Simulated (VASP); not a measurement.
# CsBr (Pm-3m) in VASP: further runs, part 2 of 2

VASP 6.6.1. The steps go on from the part before.

## (5) Single point, PBEsol (volume scaled by 0.932 of the coarse rest volume)

The input, INCAR:

```
SYSTEM = CsBr
PREC = Accurate ; ENCUT = 500
EDIFF = 1E-6 ; ISMEAR = 0
SIGMA = 0.02 ; LREAL = .FALSE.
LASPH = .TRUE. ; NELM = 120
ALGO = Normal ; ISIF = 2
LWAVE = .FALSE. ; LCHARG = .FALSE.
GGA = PS ; NBANDS = 15
GGA_COMPAT = .FALSE.
```

The input, KPOINTS:

```
regular mesh
0
G
  6 6 6
  0 0 0
```

The input, POSCAR:

```
CsBr
1.0
    4.1348000000      0.0000000000      0.0000000000
    0.0000000000      4.1348000000      0.0000000000
    0.0000000000      0.0000000000      4.1348000000
Cs Br
1 1
Direct
    0.0000000000      0.0000000000      0.0000000000
    0.5000000000      0.5000000000      0.5000000000
```

Potentials or basis: VASP PAW PBE potentials, release 64 (Cs_sv, Br).

The run is started by

```bash
cat potpaw_PBE.64/Cs_sv/POTCAR potpaw_PBE.64/Br/POTCAR > POTCAR
mpirun -np 1 vasp_std > vasp.out
```

OUTCAR:

```text
SYSTEM = CsBr
   PREC = Accurate
   ENCUT = 500
   EDIFF = 1E-6
   ISMEAR = 0
   LREAL = .FALSE.
   LASPH = .TRUE.
   NELM = 120
   ISIF = 2
   GGA = PS

 ion  position               nearest neighbor table
   1  0.000  0.000  0.000-
   2  0.500  0.500  0.500-

  LATTYP: Found a simple cubic cell.
 ALAT       =     4.1348000000

  Lattice vectors:

 A1 = (   4.1348000000,   0.0000000000,   0.0000000000)
 A2 = (   0.0000000000,   4.1348000000,   0.0000000000)
 A3 = (   0.0000000000,   0.0000000000,   4.1348000000)

Analysis of symmetry for initial positions (statically):
=====================================================================
 Subroutine PRICEL returns:
 Original cell was already a primitive cell.

 Routine SETGRP: Setting up the symmetry group for a
 simple cubic supercell.

 Subroutine GETGRP returns: Found 48 space group operations
 (whereof 48 operations were pure point group operations)
 out of a pool of 48 trial point group operations.

The static configuration has the point symmetry O_h .

Analysis of symmetry for dynamics (positions and initial velocities):
=====================================================================
 Subroutine PRICEL returns:
 Original cell was already a primitive cell.

 Routine SETGRP: Setting up the symmetry group for a
 simple cubic supercell.

 Subroutine GETGRP returns: Found 48 space group operations
 (whereof 48 operations were pure point group operations)
 out of a pool of 48 trial point group operations.

The dynamic configuration has the point symmetry O_h .

 Subroutine INISYM returns: Found 48 space group operations
 (whereof 48 operations are pure point group operations),
 and found     1 'primitive' translations

----------------------------------------------------------------------------------------

                                     Primitive cell

[... 112 lines left out ...]
   AEXX    =    0.0000 exact exchange contribution
   IVDW    =     0    specifies the selected vdW correction
   LEPSILON=     F    determine dielectric tensor
   LRPA    =     F    only Hartree local field effects (RPA)
 non-spin polarized calculation
 Gauss-broadening in eV      SIGMA  =   0.02
  energy-cutoff  :      500.00
  volume of cell :       70.69
 maximum number of plane-waves:      1856
   NGX = 15   NGY = 15   NGZ = 15

 number of electron      16.0000002 magnetization

 Free energy of the ion-electron system (eV)
  ---------------------------------------------------
  ext. energy  EPLUGINS =         0.00000000
  ---------------------------------------------------
  free energy    TOTEN  =        -6.31970957 eV

  energy without entropy =       -6.31970957  energy(sigma->0) =       -6.31970957

 E-fermi :   0.3492     XC(G=0):  -8.7765

 val. band max:        0.2016718371   @ k =   0.0000   0.0000   0.0000
 cond. band min:       4.8087067704   @ k =   0.0000   0.0000   0.0000
 fundamental gap:      4.6070349333
 Fermi energy:         0.3492083119

 k-point     1 :       0.0000    0.0000    0.0000
  band No.  band energies     occupation
      1     -19.4681      2.00000
      2     -12.3636      2.00000
      3      -5.9911      2.00000
      4      -5.9911      2.00000
      5      -5.9911      2.00000
      6       0.2017      2.00000
      7       0.2017      2.00000
      8       0.2017      2.00000
      9       4.8087      0.00000
     10       4.8087      0.00000
     11       4.9408      0.00000
     12       9.6010      0.00000
     13       9.6010      0.00000
     14       9.6010      0.00000
[... 329 lines left out ...]
      2     -12.1299      2.00000
      3      -6.5253      2.00000
      4      -6.5253      2.00000
      5      -6.5253      2.00000
      6      -1.3382      2.00000
      7      -1.3382      2.00000
      8      -1.3382      2.00000
      9       8.9677      0.00000
     10       8.9677      0.00000
     11       8.9677      0.00000
     12       9.7680      0.00000
     13       9.7680      0.00000
     14       9.7680      0.00000
     15      12.3056      0.00000

------------------------ aborting loop because EDIFF is reached ----------------------------------------

  FORCE on cell =-STRESS in cart. coord.  units (eV):
  Direction    XX          YY          ZZ          XY          YZ          ZX
  --------------------------------------------------------------------------------------
  -------------------------------------------------------------------------------------
  Total        0.6975470      0.6975470      0.6975470     -0.0000000      0.0000000      0.0000000
  in kB       15.8095869     15.8095869     15.8095869     -0.0000000      0.0000000      0.0000000
  external PRESSURE =      15.8095869 kB  Pullay stress =       0.0000000 kB

 VOLUME and BASIS-vectors are now :
 -----------------------------------------------------------------------------
  energy-cutoff  :      500.00
  volume of cell :       70.69
      direct lattice vectors                 reciprocal lattice vectors
     4.134800000  0.000000000  0.000000000     0.241849666  0.000000000  0.000000000
     0.000000000  4.134800000  0.000000000     0.000000000  0.241849666  0.000000000
     0.000000000  0.000000000  4.134800000     0.000000000  0.000000000  0.241849666

 POSITION                                       TOTAL-FORCE (eV/Angst)
 -----------------------------------------------------------------------------------
      0.00000      0.00000      0.00000         0.000000      0.000000      0.000000
      2.06740      2.06740      2.06740         0.000000      0.000000      0.000000
 -----------------------------------------------------------------------------------
    total drift:                                0.000000      0.000000     -0.000000

  FREE ENERGIE OF THE ION-ELECTRON SYSTEM (eV)
  ---------------------------------------------------
  free  energy   TOTEN  =        -6.3197095732 eV

  energy  without entropy=       -6.3197095732  energy(sigma->0) =       -6.31970957
```

OSZICAR:

```text
N       E                     dE             d eps       ncg     rms          rms(c)
DAV:   1     0.906397694858E+02    0.90640E+02   -0.66278E+03   600   0.894E+02
DAV:   2     0.359613502785E+00   -0.90280E+02   -0.82613E+02   859   0.157E+02
DAV:   3    -0.649110518504E+01   -0.68507E+01   -0.68239E+01   768   0.474E+01
DAV:   4    -0.654615817253E+01   -0.55053E-01   -0.55049E-01   726   0.500E+00
DAV:   5    -0.654642613230E+01   -0.26796E-03   -0.26796E-03   789   0.366E-01    0.179E+00
DAV:   6    -0.635138350778E+01    0.19504E+00   -0.16874E-01   733   0.241E+00    0.963E-01
DAV:   7    -0.631906232131E+01    0.32321E-01   -0.10267E-01   747   0.173E+00    0.521E-01
DAV:   8    -0.631989135407E+01   -0.82903E-03   -0.10753E-02   635   0.590E-01    0.848E-02
DAV:   9    -0.631966890281E+01    0.22245E-03   -0.84580E-04   803   0.175E-01    0.513E-02
DAV:  10    -0.631970852002E+01   -0.39617E-04   -0.13416E-04   642   0.685E-02    0.162E-02
DAV:  11    -0.631971113629E+01   -0.26163E-05   -0.28587E-05   726   0.311E-02    0.739E-03
DAV:  12    -0.631970957060E+01    0.15657E-05   -0.30911E-06   733   0.112E-02    0.273E-03
DAV:  13    -0.631970957323E+01   -0.26330E-08   -0.63113E-07   363   0.411E-03
   1 F= -.63197096E+01 E0= -.63197096E+01  d E =-.364662E-27
```

stdout:

```text
POSCAR found type information on POSCAR CsBr
 POSCAR found :  2 types and       2 ions
 scaLAPACK will be used
 -----------------------------------------------------------------------------
|                                                                             |
|                                                                             |
|     You enforced a specific xc type in the INCAR file but a different       |
|     I HOPE YOU KNOW WHAT YOU ARE DOING!                                     |
|                                                                             |
 -----------------------------------------------------------------------------

 LDA part: xc-table for (Slater+PW92), standard interpolation
 POSCAR, INCAR and KPOINTS ok, starting setup
 FFT: planning ... GRIDC
 FFT: planning ... GRID_SOFT
 FFT: planning ... GRID
 WAVECAR not read
 entering main loop
```

It took 14 s on 1 thread of Intel Xeon Platinum 8488C (Sapphire Rapids), shared host; peak memory 0.17 GiB.

What came out:

| Quantity | Value |
| --- | --- |
| Free energy | -6.3197 eV |
| Pressure | 1.6 GPa |
| Band gap on the k mesh | 4.61 eV, direct |

Levels at points of the mesh, in eV from the valence-band top:
| k point | band 4 | band 5 | band 6 | band 7 | band 8 | band 9 | band 10 | band 11 | band 12 | band 13 |
| --- | --- | --- | --- | --- | --- | --- | --- | --- | --- | --- |
| (0.00, 0.00, 0.00) | -6.19 | -6.19 | 0.00 | 0.00 | 0.00 | 4.61 | 4.61 | 4.74 | 9.40 | 9.40 |
| (0.50, 0.00, 0.00) | -6.03 | -6.03 | -1.65 | -0.34 | -0.34 | 5.79 | 7.71 | 8.11 | 8.21 | 9.25 |
| (0.50, 0.50, 0.00) | -7.02 | -5.93 | -0.63 | -0.63 | -0.06 | 5.15 | 5.40 | 7.20 | 7.20 | 11.85 |
| (0.50, 0.50, 0.50) | -6.73 | -6.73 | -1.54 | -1.54 | -1.54 | 8.77 | 8.77 | 8.77 | 9.57 | 9.57 |

Caveat: the PAW data sets were made with another functional, which shifts forces and pressure a little; spin-orbit coupling is left out, which moves the levels of the heavy elements.

## (6) The runs side by side

| cell | k mesh | smearing | gap on the mesh (eV) | pressure (GPa) |
| --- | --- | --- | --- | --- |
| a = 4.233 Å, 2 atoms | 4 × 4 × 4 | gaussian 0.05 eV | 4.46 | 0.2 |
| a = 4.401 Å, 2 atoms | 4 × 4 × 4 | gaussian 0.05 eV | 4.04 | -1.3 |
| a = 4.385 Å, 2 atoms | 4 × 4 × 4 | gaussian 0.05 eV | 4.07 | -1.2 |
| a = 4.135 Å, 2 atoms | 6 × 6 × 6 | gaussian 0.02 eV | 4.61 | 1.6 |

Alike in all rows: task single point; level PBEsol; potentials or basis VASP PAW PBE potentials, release 64 (Cs_sv, Br); no spin polarisation; cutoff (eV) 500.

Caveats: the PAW data sets were made with another functional, which shifts forces and pressure a little; spin-orbit coupling is left out, which moves the levels of the heavy elements.

Absolute energies hang on the potentials; compare differences alone.
